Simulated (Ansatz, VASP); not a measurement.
# Si5S in VASP and in Ansatz

```
Si S
1.0
     2.68091    0.00000    0.00000
    -1.34045    2.32173    0.00000
     0.00000    0.00000   14.15096
Si S
5 1
Cartesian
  1.3405 0.7739 11.6102
  0.0000 1.5478 9.4260
  1.3405 0.7739 7.0755
  0.0000 1.5478 4.7249
  1.3405 0.7739 2.5407
  0.0000 1.5478 0.0000
```

Change from the starting cell: species swapped into the CeMg5 type (P-6m2, No. 187).

Alike in both runs: functional PBE; k mesh 6 × 6 × 1; occupations gaussian, width 0.1 eV; no spin polarisation.

Ansatz relaxed the structure, and its values are those at the end. VASP's run is a single point on that final structure, the one shown.

|  | VASP | Ansatz |
| --- | --- | --- |
| version | VASP 6.6.1 | Ansatz 0.2.0 |
| potentials or method | VASP PAW PBE potentials, release 64 (Si, S), cutoff 520 eV | scalar-relativistic, plane waves, PAW |
| valence electrons in the cell | 26 | 26 |

```tsv
	VASP	Ansatz	Ansatz less VASP
gap on the k mesh at the Fermi level (eV)	none	none	-
pressure (GPa)	0.0	0.0	+0.05
```

A gap of «none» marks a metal or a gap that the smearing closes.

The k mesh is coarse, so the values compare programs but aren't converged.
